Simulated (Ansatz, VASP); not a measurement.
**One calculation of PtS2, two programs**

```
CELL_PARAMETERS angstrom
3.91086 0.00000 0.00000
-1.95543 3.38691 0.00000
0.00000 0.00000 10.30803
ATOMIC_POSITIONS crystal
Pt 0.33333 0.66667 0.69604
Pt 0.66667 0.33333 0.19604
S 0.33333 0.66667 0.03281
S 0.66667 0.33333 0.53281
S 0.33333 0.66667 0.37834
S 0.66667 0.33333 0.87834
```

Alike in both runs: task single point; functional PBE; k mesh 6 × 6 × 2; occupations gaussian, width 0.1 eV; no spin polarisation.

|  | VASP | Ansatz |
| --- | --- | --- |
| version | VASP 6.6.1 | Ansatz 0.2.0 |
| potentials or method | VASP PAW PBE potentials, release 64 (Pt, S), cutoff 520 eV | scalar-relativistic, plane waves, PAW |
| valence electrons in the cell | 44 | 60 |

|  | VASP | Ansatz | Ansatz less VASP |
| --- | --- | --- | --- |
| gap on the k mesh at the Fermi level (eV) | none | none | - |
| pressure (GPa) | -15.8 | -15.7 | +0.09 |
| traceless stress, the component that is largest in VASP (GPa) | 1.83 | 1.85 | +0.028 |
| rms of the force components (eV/Å) | 0.875 | 0.876 | +0.0008 |

Atom by atom the forces differ by 0.002 eV/Å (rms over components). A gap of «none» marks a metal or a gap that the smearing closes. VASP's potentials hold 44 valence electrons a cell and Ansatz's 60, so a difference there can come from the potentials and not from the codes.

Spin-orbit coupling is off throughout.
